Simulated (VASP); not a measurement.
A run of VASP 6.6.1 is set up as follows.

The input POSCAR:

```
KPt
1.0
    3.0008472788      0.0000000000      0.0000000000
   -1.5004236394      2.5988099763      0.0000000000
    0.0000000000      0.0000000000      5.3455780000
Pt K
1 1
Direct
    0.6666666667      0.3333333333      0.0000000000
    0.0000000000      0.0000000000      0.5000000000
```

INCAR.step1

```
PREC     = Accurate       # precision mode
ENCUT    = 600            # plane-wave cutoff, eV
ISMEAR   = -1             # smearing method
SIGMA    = 0.05           # smearing width, eV
LREAL    = False          # projectors in reciprocal space
LASPH    = True           # aspherical terms in the spheres
NELM     = 60             # most SCF steps
GGA      = PE             # functional
ALGO     = Normal         # electronic algorithm
EDIFF    = 1E-4           # SCF threshold, eV
LWAVE    = True           # write WAVECAR
LCHARG   = False          # write CHGCAR
```

INCAR.step2

```
PREC     = Accurate       # precision mode
ENCUT    = 600            # plane-wave cutoff, eV
EDIFF    = 1E-6           # SCF threshold, eV
ISMEAR   = -1             # smearing method
SIGMA    = 0.05           # smearing width, eV
LREAL    = False          # projectors in reciprocal space
LASPH    = True           # aspherical terms in the spheres
NELM     = 60             # most SCF steps
ALGO     = Normal         # electronic algorithm
ISIF     = 3              # what is computed and relaxed
LWAVE    = False          # write WAVECAR
LCHARG   = False          # write CHGCAR
METAGGA  = R2SCAN         # meta-GGA
LMIXTAU  = True         
IBRION   = 2              # ionic algorithm
NSW      = 60             # ionic steps
EDIFFG   = -0.01          # ionic threshold
PSTRESS  = 300.0        
ISTART   = 1
```

The input KPOINTS:

```
regular mesh
0
Gamma
  10 10 5
```

Potentials or basis: VASP PAW PBE potentials, release 64 (Pt, K_sv).

The run is started by

```console
$ cat potpaw_PBE.64/Pt/POTCAR potpaw_PBE.64/K_sv/POTCAR > POTCAR
$ cp INCAR.step1 INCAR
$ mpirun -np 1 vasp_std > vasp.out
$ cp INCAR.step2 INCAR
$ mpirun -np 1 vasp_std > vasp.out
```

Task: Estimate the relaxed cell.

Result: a = 2.741 Å, b = 2.741 Å, c = 4.939 Å, α = 90.00°, β = 90.00°, γ = 120.00°.

Task: What does it give for the relaxed volume?

Result: 16.07 Å³/atom.

Task: Predict the space group after relaxing (to 0.1 Å).

Result: P-6m2 (No. 187).

The path:
| step | energy change (eV) | largest force (eV/Å) | pressure (GPa) | volume (Å³) |
| --- | --- | --- | --- | --- |
| 1 | 0.0000 | 0.0000 | -1.92 | 41.69 |
| 2 | 7.5366 | 0.0000 | 237.32 | 21.32 |
| 3 | 0.4331 | 0.0000 | 23.66 | 33.19 |
| 4 | 0.5312 | 0.0000 | 27.27 | 32.57 |
| 5 | 0.6098 | 0.0000 | 30.07 | 32.13 |
| 6 | 0.5776 | 0.0000 | 28.92 | 32.31 |
| 7 | 0.5799 | 0.0000 | 29.11 | 32.29 |
| 8 | 0.5793 | 0.0000 | 29.07 | 32.29 |
| 9 | 0.6498 | 0.0000 | 31.56 | 31.92 |
| 10 | 0.6060 | 0.0000 | 30.02 | 32.15 |

Caveat: the cell is relaxed towards a set pressure, so the run minimises the enthalpy, not the energy; the volume moved by over 15 % at a fixed basis, so the end points are rough; the PAW data sets were made with another functional, which shifts forces and pressure a little.
